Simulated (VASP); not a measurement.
# YbCoGe5 (P4/mmm) in VASP: single point with r2SCAN

Aim: the single point of YbCoGe5 with r2SCAN.

Program: VASP 6.6.1. These are calculated values, not measurements. Logs are shortened: lines on timing, memory, paths and dates and some standing lists are left out, and cuts for length are marked.

**1. The cell of the first run**

Symmetry: P4/mmm, No. 123, tetragonal system. Conventional cell: a = 4.103 Å, b = 4.103 Å, c = 6.690 Å, α = 90.00°, β = 90.00°, γ = 90.00°. Yb (site symmetry 4/mmm) has 12 Ge at 2.89 to 2.90 Å and 2 Co at 3.35 Å within 3.8 Å. Ge (site symmetry 4/mmm) has 8 Ge at 2.89 Å and 4 Yb at 2.90 Å within 3.8 Å. Ge (site symmetry 2mm) has 2 Co at 2.43 Å and 7 Ge at 2.61 to 2.90 Å and 2 Yb at 2.89 Å within 3.2 Å. Co (site symmetry 4/mmm) has 8 Ge at 2.43 Å within 3.2 Å.

**2. Single point, r2SCAN**

File POSCAR:

```
YbCoGe5
1.0
    4.1033270000      0.0000000000      0.0000000000
    0.0000000000      4.1033270000      0.0000000000
    0.0000000000      0.0000000000      6.6900700000
Yb Ge Co
1 5 1
Direct
    0.0000000000      0.0000000000      0.0000000000
    0.5000000000      0.5000000000      0.0000000000
    0.5000000000      0.0000000000      0.3046900000
    0.0000000000      0.5000000000      0.3046900000
    0.5000000000      0.0000000000      0.6953100000
    0.0000000000      0.5000000000      0.6953100000
    0.0000000000      0.0000000000      0.5000000000
```

File INCAR.step1:

```
SYSTEM = YbCoGe5
ALGO = Normal
EDIFF = 1E-4
ENCUT = 520
GGA = PE
ISMEAR = -5
LASPH = .True.
LCHARG = .False.
LREAL = .False.
LWAVE = .True.
NBANDS = 60
NELM = 100
PREC = Accurate
SIGMA = 0.1
```

File INCAR.step2:

```
SYSTEM = YbCoGe5
ALGO = Normal
EDIFF = 1E-6
ENCUT = 520
ISIF = 2
ISMEAR = -5
ISTART = 1
LASPH = .True.
LCHARG = .False.
LMIXTAU = .True.
LREAL = .False.
LWAVE = .False.
METAGGA = R2SCAN
NBANDS = 60
NELM = 100
PREC = Accurate
SIGMA = 0.1
```

File KPOINTS:

```
k-points
0
Gamma
  5 5 3
  0 0 0
```

Potentials or basis: VASP PAW PBE potentials, release 64 (Yb, Ge_d, Co).

The run is started by

```console
$ cat potpaw_PBE.64/Yb/POTCAR potpaw_PBE.64/Ge_d/POTCAR potpaw_PBE.64/Co/POTCAR > POTCAR
$ cp INCAR.step1 INCAR
$ mpirun -np 1 vasp_std > vasp.out
$ cp INCAR.step2 INCAR
$ mpirun -np 1 vasp_std > vasp.out
```

OUTCAR:

```text
SYSTEM = YbCoGe5
   EDIFF = 1E-6
   ENCUT = 520
   ISIF = 2
   ISMEAR = -5
   ISTART = 1
   LASPH = .True.
   LREAL = .False.
   METAGGA = R2SCAN
   NELM = 100
   PREC = Accurate

 ion  position               nearest neighbor table
   1  0.000  0.000  0.000-   3 2.89   4 2.89   5 2.89   6 2.89   4 2.89   6 2.89   3 2.89   5 2.89
                             2 2.90   2 2.90   2 2.90   2 2.90   7 3.35   7 3.35
   2  0.500  0.500  0.000-   3 2.89   4 2.89   5 2.89   6 2.89   3 2.89   5 2.89   4 2.89   6 2.89
                             1 2.90   1 2.90   1 2.90   1 2.90
   3  0.500  0.000  0.305-   7 2.43   7 2.43   5 2.61   2 2.89   2 2.89   1 2.89   1 2.89   4 2.90
                             4 2.90   4 2.90   4 2.90
   4  0.000  0.500  0.305-   7 2.43   7 2.43   6 2.61   2 2.89   1 2.89   1 2.89   2 2.89   3 2.90
                             3 2.90   3 2.90   3 2.90
   5  0.500  0.000  0.695-   7 2.43   7 2.43   3 2.61   2 2.89   2 2.89   1 2.89   1 2.89   6 2.90
                             6 2.90   6 2.90   6 2.90
   6  0.000  0.500  0.695-   7 2.43   7 2.43   4 2.61   2 2.89   1 2.89   1 2.89   2 2.89   5 2.90
                             5 2.90   5 2.90   5 2.90
   7  0.000  0.000  0.500-   3 2.43   4 2.43   5 2.43   6 2.43   4 2.43   6 2.43   3 2.43   5 2.43
                             1 3.35   1 3.35

  LATTYP: Found a simple tetragonal cell.
 ALAT       =     4.1033270000
 C/A-ratio  =     1.6304013792

  Lattice vectors:

 A1 = (   4.1033270000,   0.0000000000,   0.0000000000)
 A2 = (   0.0000000000,   4.1033270000,   0.0000000000)
 A3 = (   0.0000000000,   0.0000000000,   6.6900700000)

Analysis of symmetry for initial positions (statically):
=====================================================================
 Subroutine PRICEL returns:
 Original cell was already a primitive cell.

 Routine SETGRP: Setting up the symmetry group for a
 simple tetragonal supercell.

 Subroutine GETGRP returns: Found 16 space group operations
 (whereof 16 operations were pure point group operations)
 out of a pool of 16 trial point group operations.

The static configuration has the point symmetry D_4h.

Analysis of symmetry for dynamics (positions and initial velocities):
=====================================================================
 Subroutine PRICEL returns:
 Original cell was already a primitive cell.

 Routine SETGRP: Setting up the symmetry group for a
 simple tetragonal supercell.

 Subroutine GETGRP returns: Found 16 space group operations
 (whereof 16 operations were pure point group operations)
 out of a pool of 16 trial point group operations.

The dynamic configuration has the point symmetry D_4h.

 Subroutine INISYM returns: Found 16 space group operations
 (whereof 16 operations are pure point group operations),
[... 105 lines left out ...]
   PSTRESS=    0.0 pullay stress
   NELECT =     103.0000    total number of electrons
   NUPDOWN=      -1.0000    fix difference up-down
   EMIN   =  10.00;   EMAX   =-10.00  energy-range for DOS
   EFERMI =   0.00;   METHOD = LEGACY
   ISMEAR =    -5;   SIGMA  =   0.10  broadening in eV -4-tet -1-fermi 0-gaus
   EFERMI_NEDOS =   21; number of points for ismear=-14 and -15
   IALGO  =     38    algorithm
   IMIX   =      4    mixing-type and parameters
     AMIX     =   0.40;   BMIX     =  1.00
     AMIX_MAG =   1.60;   BMIX_MAG =  1.00
  volume/ion in A,a.u.               =      16.09       108.59
  Fermi-wavevector in a.u.,A,eV,Ry     =   1.588984  3.002745 34.352956  2.524871
  Thomas-Fermi vector in A             =   2.687904
   LORBIT       =      0    0 simple, 1 ext, 2 COOP (PROOUT), +10 PAW based schemes
   METAGGA = R2SCAN    functional components
   LHFCALC =     F    Hartree Fock is set to
   AEXX    =    0.0000 exact exchange contribution
   IVDW    =     0    specifies the selected vdW correction
   LEPSILON=     F    determine dielectric tensor
   LRPA    =     F    only Hartree local field effects (RPA)
 non-spin polarized calculation
 Fermi weights with tetrahedron method with Bloechl corrections
  energy-cutoff  :      520.00
  volume of cell :      112.64
 maximum number of plane-waves:      3057
 NGX is ok and might be reduce to    32
   NGX = 15   NGY = 15   NGZ = 25

 number of electron     103.0000024 magnetization

 Free energy of the ion-electron system (eV)
  ---------------------------------------------------
  ext. energy  EPLUGINS =         0.00000000
  ---------------------------------------------------
  free energy    TOTEN  =      -119.03685442 eV

  energy without entropy =     -119.03685442  energy(sigma->0) =     -119.03685442

 E-fermi :   7.8202     XC(G=0): -13.3203

 val. band max:        8.0597249171   @ k =   0.2000   0.2000   0.0000
 cond. band min:       7.7075021610   @ k =   0.2000   0.0000   0.0000
 fundamental gap:     -0.3522227561
 Fermi energy:         7.8201669572

 k-point     1 :       0.0000    0.0000    0.0000
  band No.  band energies     occupation
      1     -45.4271      2.00000
      2     -17.9700      2.00000
      3     -17.9515      2.00000
      4     -17.9451      2.00000
      5     -17.9376      2.00000
      6     -17.9284      2.00000
[... 745 lines left out ...]
     59      13.3677      0.00000
     60      13.5353      0.00000

------------------------ aborting loop because EDIFF is reached ----------------------------------------

  FORCE on cell =-STRESS in cart. coord.  units (eV):
  Direction    XX          YY          ZZ          XY          YZ          ZX
  --------------------------------------------------------------------------------------
  -------------------------------------------------------------------------------------
  Total        4.4563682      4.4563682      5.6445768      0.0000000      0.0000000      0.0000000
  in kB       63.3853261     63.3853261     80.2858570      0.0000000      0.0000000      0.0000000
  external PRESSURE =      69.0188364 kB  Pullay stress =       0.0000000 kB

 VOLUME and BASIS-vectors are now :
 -----------------------------------------------------------------------------
  energy-cutoff  :      520.00
  volume of cell :      112.64
      direct lattice vectors                 reciprocal lattice vectors
     4.103327000  0.000000000  0.000000000     0.243704682  0.000000000  0.000000000
     0.000000000  4.103327000  0.000000000     0.000000000  0.243704682  0.000000000
     0.000000000  0.000000000  6.690070000     0.000000000  0.000000000  0.149475267

 POSITION                                       TOTAL-FORCE (eV/Angst)
 -----------------------------------------------------------------------------------
      0.00000      0.00000      0.00000        -0.000000      0.000000     -0.000000
      2.05166      2.05166      0.00000        -0.000000      0.000000     -0.000000
      2.05166      0.00000      2.03840        -0.000000     -0.000000      0.368016
      0.00000      2.05166      2.03840         0.000000      0.000000      0.368016
      2.05166      0.00000      4.65167         0.000000     -0.000000     -0.368016
      0.00000      2.05166      4.65167        -0.000000     -0.000000     -0.368016
      0.00000      0.00000      3.34504        -0.000000      0.000000     -0.000000
 -----------------------------------------------------------------------------------
    total drift:                                0.000000     -0.000000     -0.000000

  FREE ENERGIE OF THE ION-ELECTRON SYSTEM (eV)
  ---------------------------------------------------
  free  energy   TOTEN  =      -119.0368544193 eV

  energy  without entropy=     -119.0368544193  energy(sigma->0) =     -119.03685442
```

OSZICAR.step1:

```text
N       E                     dE             d eps       ncg     rms          rms(c)
DAV:   1     0.111874239834E+04    0.11187E+04   -0.41960E+04  2124   0.803E+03
DAV:   2     0.235339355223E+03   -0.88340E+03   -0.85129E+03  1876   0.156E+03
DAV:   3    -0.176466338770E+01   -0.23710E+03   -0.23154E+03  1748   0.332E+02
DAV:   4    -0.317712542414E+02   -0.30007E+02   -0.29223E+02  2024   0.121E+02
[... 30 lines left out ...]
DAV:  35    -0.343920539750E+02   -0.11477E-02   -0.12949E-02  2328   0.614E-01    0.368E+00
DAV:  36    -0.343932824539E+02   -0.12285E-02   -0.56831E-03  1704   0.229E+00    0.227E+00
DAV:  37    -0.343913447667E+02    0.19377E-02   -0.79315E-03  1696   0.342E+00    0.228E+00
DAV:  38    -0.343900748409E+02    0.12699E-02   -0.22123E-03  1776   0.106E+00    0.111E+00
DAV:  39    -0.343899913063E+02    0.83535E-04   -0.67116E-04  1648   0.310E-01
   1 F= -.34389991E+02 E0= -.34389991E+02  d E =0.000000E+00
```

It took 5 min on 1 thread of Intel Xeon 6975P-C (Granite Rapids), shared host; peak memory 0.3 GiB.

What came out:

* Free energy: -119.0369 eV
* Pressure: 6.9 GPa
* Largest force: 0.368 eV/Å
* Band gap on the k mesh: zero (an odd number of electrons rules out a gap without spin polarisation)

Forces in eV/Å, atoms in the order of the input:
```
Yb   0.000  0.000  0.000
Ge   0.000  0.000  0.000
Ge   0.000  0.000  0.368
Ge   0.000  0.000  0.368
Ge   0.000  0.000 -0.368
Ge   0.000  0.000 -0.368
Co   0.000  0.000  0.000
```

Caveat: the cell stands under pressure; the PAW data sets were made with another functional, which shifts forces and pressure a little; spin-orbit coupling is left out, which moves the levels of the heavy elements; the run has no spin polarisation, though such a crystal can be magnetic; tetrahedron occupations give inexact forces and stress in metals. Spin polarisation is off, so any magnetic state and its effect on volume and gap are missing.
